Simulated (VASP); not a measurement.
V: single point with PBEsol

V:

```xyz
1
Lattice="0.0000 1.8846 1.8846 1.8846 0.0000 1.8846 1.8846 1.8846 0.0000" Properties=species:S:1:pos:R:3 pbc="T T T"
V     0.0000    0.0000    0.0000
```

```yaml
Program: VASP 6.6.1
Task: single point
Functional: PBEsol
Potentials_or_basis: VASP PAW PBE potentials, release 64 (V_sv)
Cutoff: 520 eV
k_mesh: 18 × 18 × 18
Occupations: gaussian, width 0.1 eV
Spin: no spin polarisation
Dipole_correction: no
Further_INCAR_settings: ALGO = Fast; EDIFF = 1e-06; NBANDS = 12
```

* Pressure: 0.2 GPa

Levels at points of the mesh, in eV from the Fermi level:
```
           k point  band 3  band 4  band 5  band 6  band 7  band 8  band 9  band 10
(0.00, 0.00, 0.00)  -37.19  -37.19   -6.93    0.17    0.17    0.17    1.99     1.99
(0.50, 0.00, 0.00)  -37.31  -37.31   -3.44    0.03    0.03    0.90    3.24     3.24
(0.50, 0.50, 0.00)  -37.51  -37.51   -3.64   -2.75    3.20    3.57    3.57     3.58
```

Wall time 47 s on 1 thread of AMD EPYC 7R43 64-Core Processor (Zen 3), with other jobs on the host, peak memory 0.11 GiB.

Caveat: the PAW data sets were made with another functional, which shifts forces and pressure a little.
